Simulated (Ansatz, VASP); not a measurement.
**Y5Ti in VASP and in Ansatz**

```
Y Ti
1.0
     0.00000    4.52877    4.52877
     4.52877    0.00000    4.52877
     4.52877    4.52877    0.00000
Y Ti
5 1
Direct
  0.75000 0.75000 0.75000
  0.87772 0.37409 0.37409
  0.37409 0.37409 0.37409
  0.37409 0.87772 0.37409
  0.37409 0.37409 0.87772
  0.00000 0.00000 0.00000
```

Change from the starting cell: species swapped into the TbCu5 type (F-43m, No. 216).

Alike in both runs: task single point; functional PBE; k mesh 4 × 4 × 4; occupations gaussian, width 0.1 eV; collinear spin.

|  | VASP | Ansatz |
| --- | --- | --- |
| version | VASP 6.6.1 | Ansatz 0.2.0 |
| potentials or method | VASP PAW PBE potentials, release 64 (Y_sv, Ti_sv), cutoff 500 eV | scalar-relativistic, plane waves, PAW |
| valence electrons in the cell | 67 | 67 |

Ansatz gave:

```
gap on the k mesh at the Fermi level (eV)                     : none
pressure (GPa)                                                : 0.7
rms of the force components (eV/Å)                            : 0.084
net moment per atom (μB)                                      : 0.33
size of the moment on the site where the two differ most (μB) : 2.00
```

Estimate VASP's values.

gap on the k mesh at the Fermi level (eV): none; pressure (GPa): -0.1; rms of the force components (eV/Å): 0.001; net moment per atom (μB): 0.00; size of the moment on the site where the two differ most (μB): 0.00.

The net moments are unlike, so the other rows may belong to different states. Site moments also hang on the region over which each program counts them. Atom by atom the forces differ by 0.083 eV/Å (rms over components). A gap of «none» marks a metal or a gap that the smearing closes.
